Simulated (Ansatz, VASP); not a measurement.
**Sr in VASP and in Ansatz**

```xyz
1
Lattice="-2.3720 2.3720 2.3720 2.3720 -2.3720 2.3720 2.3720 2.3720 -2.3720" Properties=species:S:1:pos:R:3 pbc="T T T"
Sr    0.0000    0.0000    0.0000
```

Alike in both runs: task single point; functional PBEsol; k mesh 11 × 11 × 11; occupations fermi-dirac, width 0.1 eV; no spin polarisation.

```csv
,VASP,Ansatz
version,VASP 6.6.1,Ansatz 0.2.0
potentials or method,"VASP PAW PBE potentials, release 64 (Sr_sv), cutoff 520 eV","plane waves (420 eV) with PAW, scalar-relativistic"
valence electrons in the cell,10,10
```

|  | VASP | Ansatz | Ansatz less VASP |
| --- | --- | --- | --- |
| pressure (GPa) | -0.4 | -0.4 | -0.01 |

VASP's potentials were made for PBE, not for PBEsol, and Ansatz warns of the same on its side.
